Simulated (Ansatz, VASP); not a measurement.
Cu3Re: VASP beside Ansatz

```
CELL_PARAMETERS angstrom
2.61101 0.00000 0.00000
0.00000 2.61101 0.00000
0.00000 0.00000 7.45971
ATOMIC_POSITIONS crystal
Cu 0.50000 0.50000 0.23785
Cu 0.50000 0.50000 0.76215
Cu 0.00000 0.00000 0.00000
Re 0.00000 0.00000 0.50000
```

Alike in both runs: functional PBE; k mesh 6 × 6 × 4; occupations gaussian, width 0.1 eV; no spin polarisation.

Ansatz relaxed the structure, and its values are those at the end. VASP's run is a single point on that final structure, the one shown.

|  | VASP | Ansatz |
| --- | --- | --- |
| version | VASP 6.6.1 | Ansatz 0.2.0 |
| potentials or method | VASP PAW PBE potentials, release 64 (Cu, Re), cutoff 520 eV | scalar-relativistic, plane waves, PAW |
| valence electrons in the cell | 40 | 72 |

Ansatz gave:

```
gap on the k mesh at the Fermi level (eV) : none
pressure (GPa)                            : 0.0
rms of the force components (eV/Å)        : 0.001
```

Q: Which values does VASP return?

A: gap on the k mesh at the Fermi level (eV): none; pressure (GPa): 0.4; rms of the force components (eV/Å): 0.011.

A gap of «none» marks a metal or a gap that the smearing closes. The functional is the same, so the differences come from potentials, cutoffs and numerics. VASP's potentials hold 40 valence electrons a cell and Ansatz's 72, so a difference there can come from the potentials and not from the codes.

The k mesh is coarse, so the values compare programs but aren't converged. Spin-orbit coupling is off throughout.
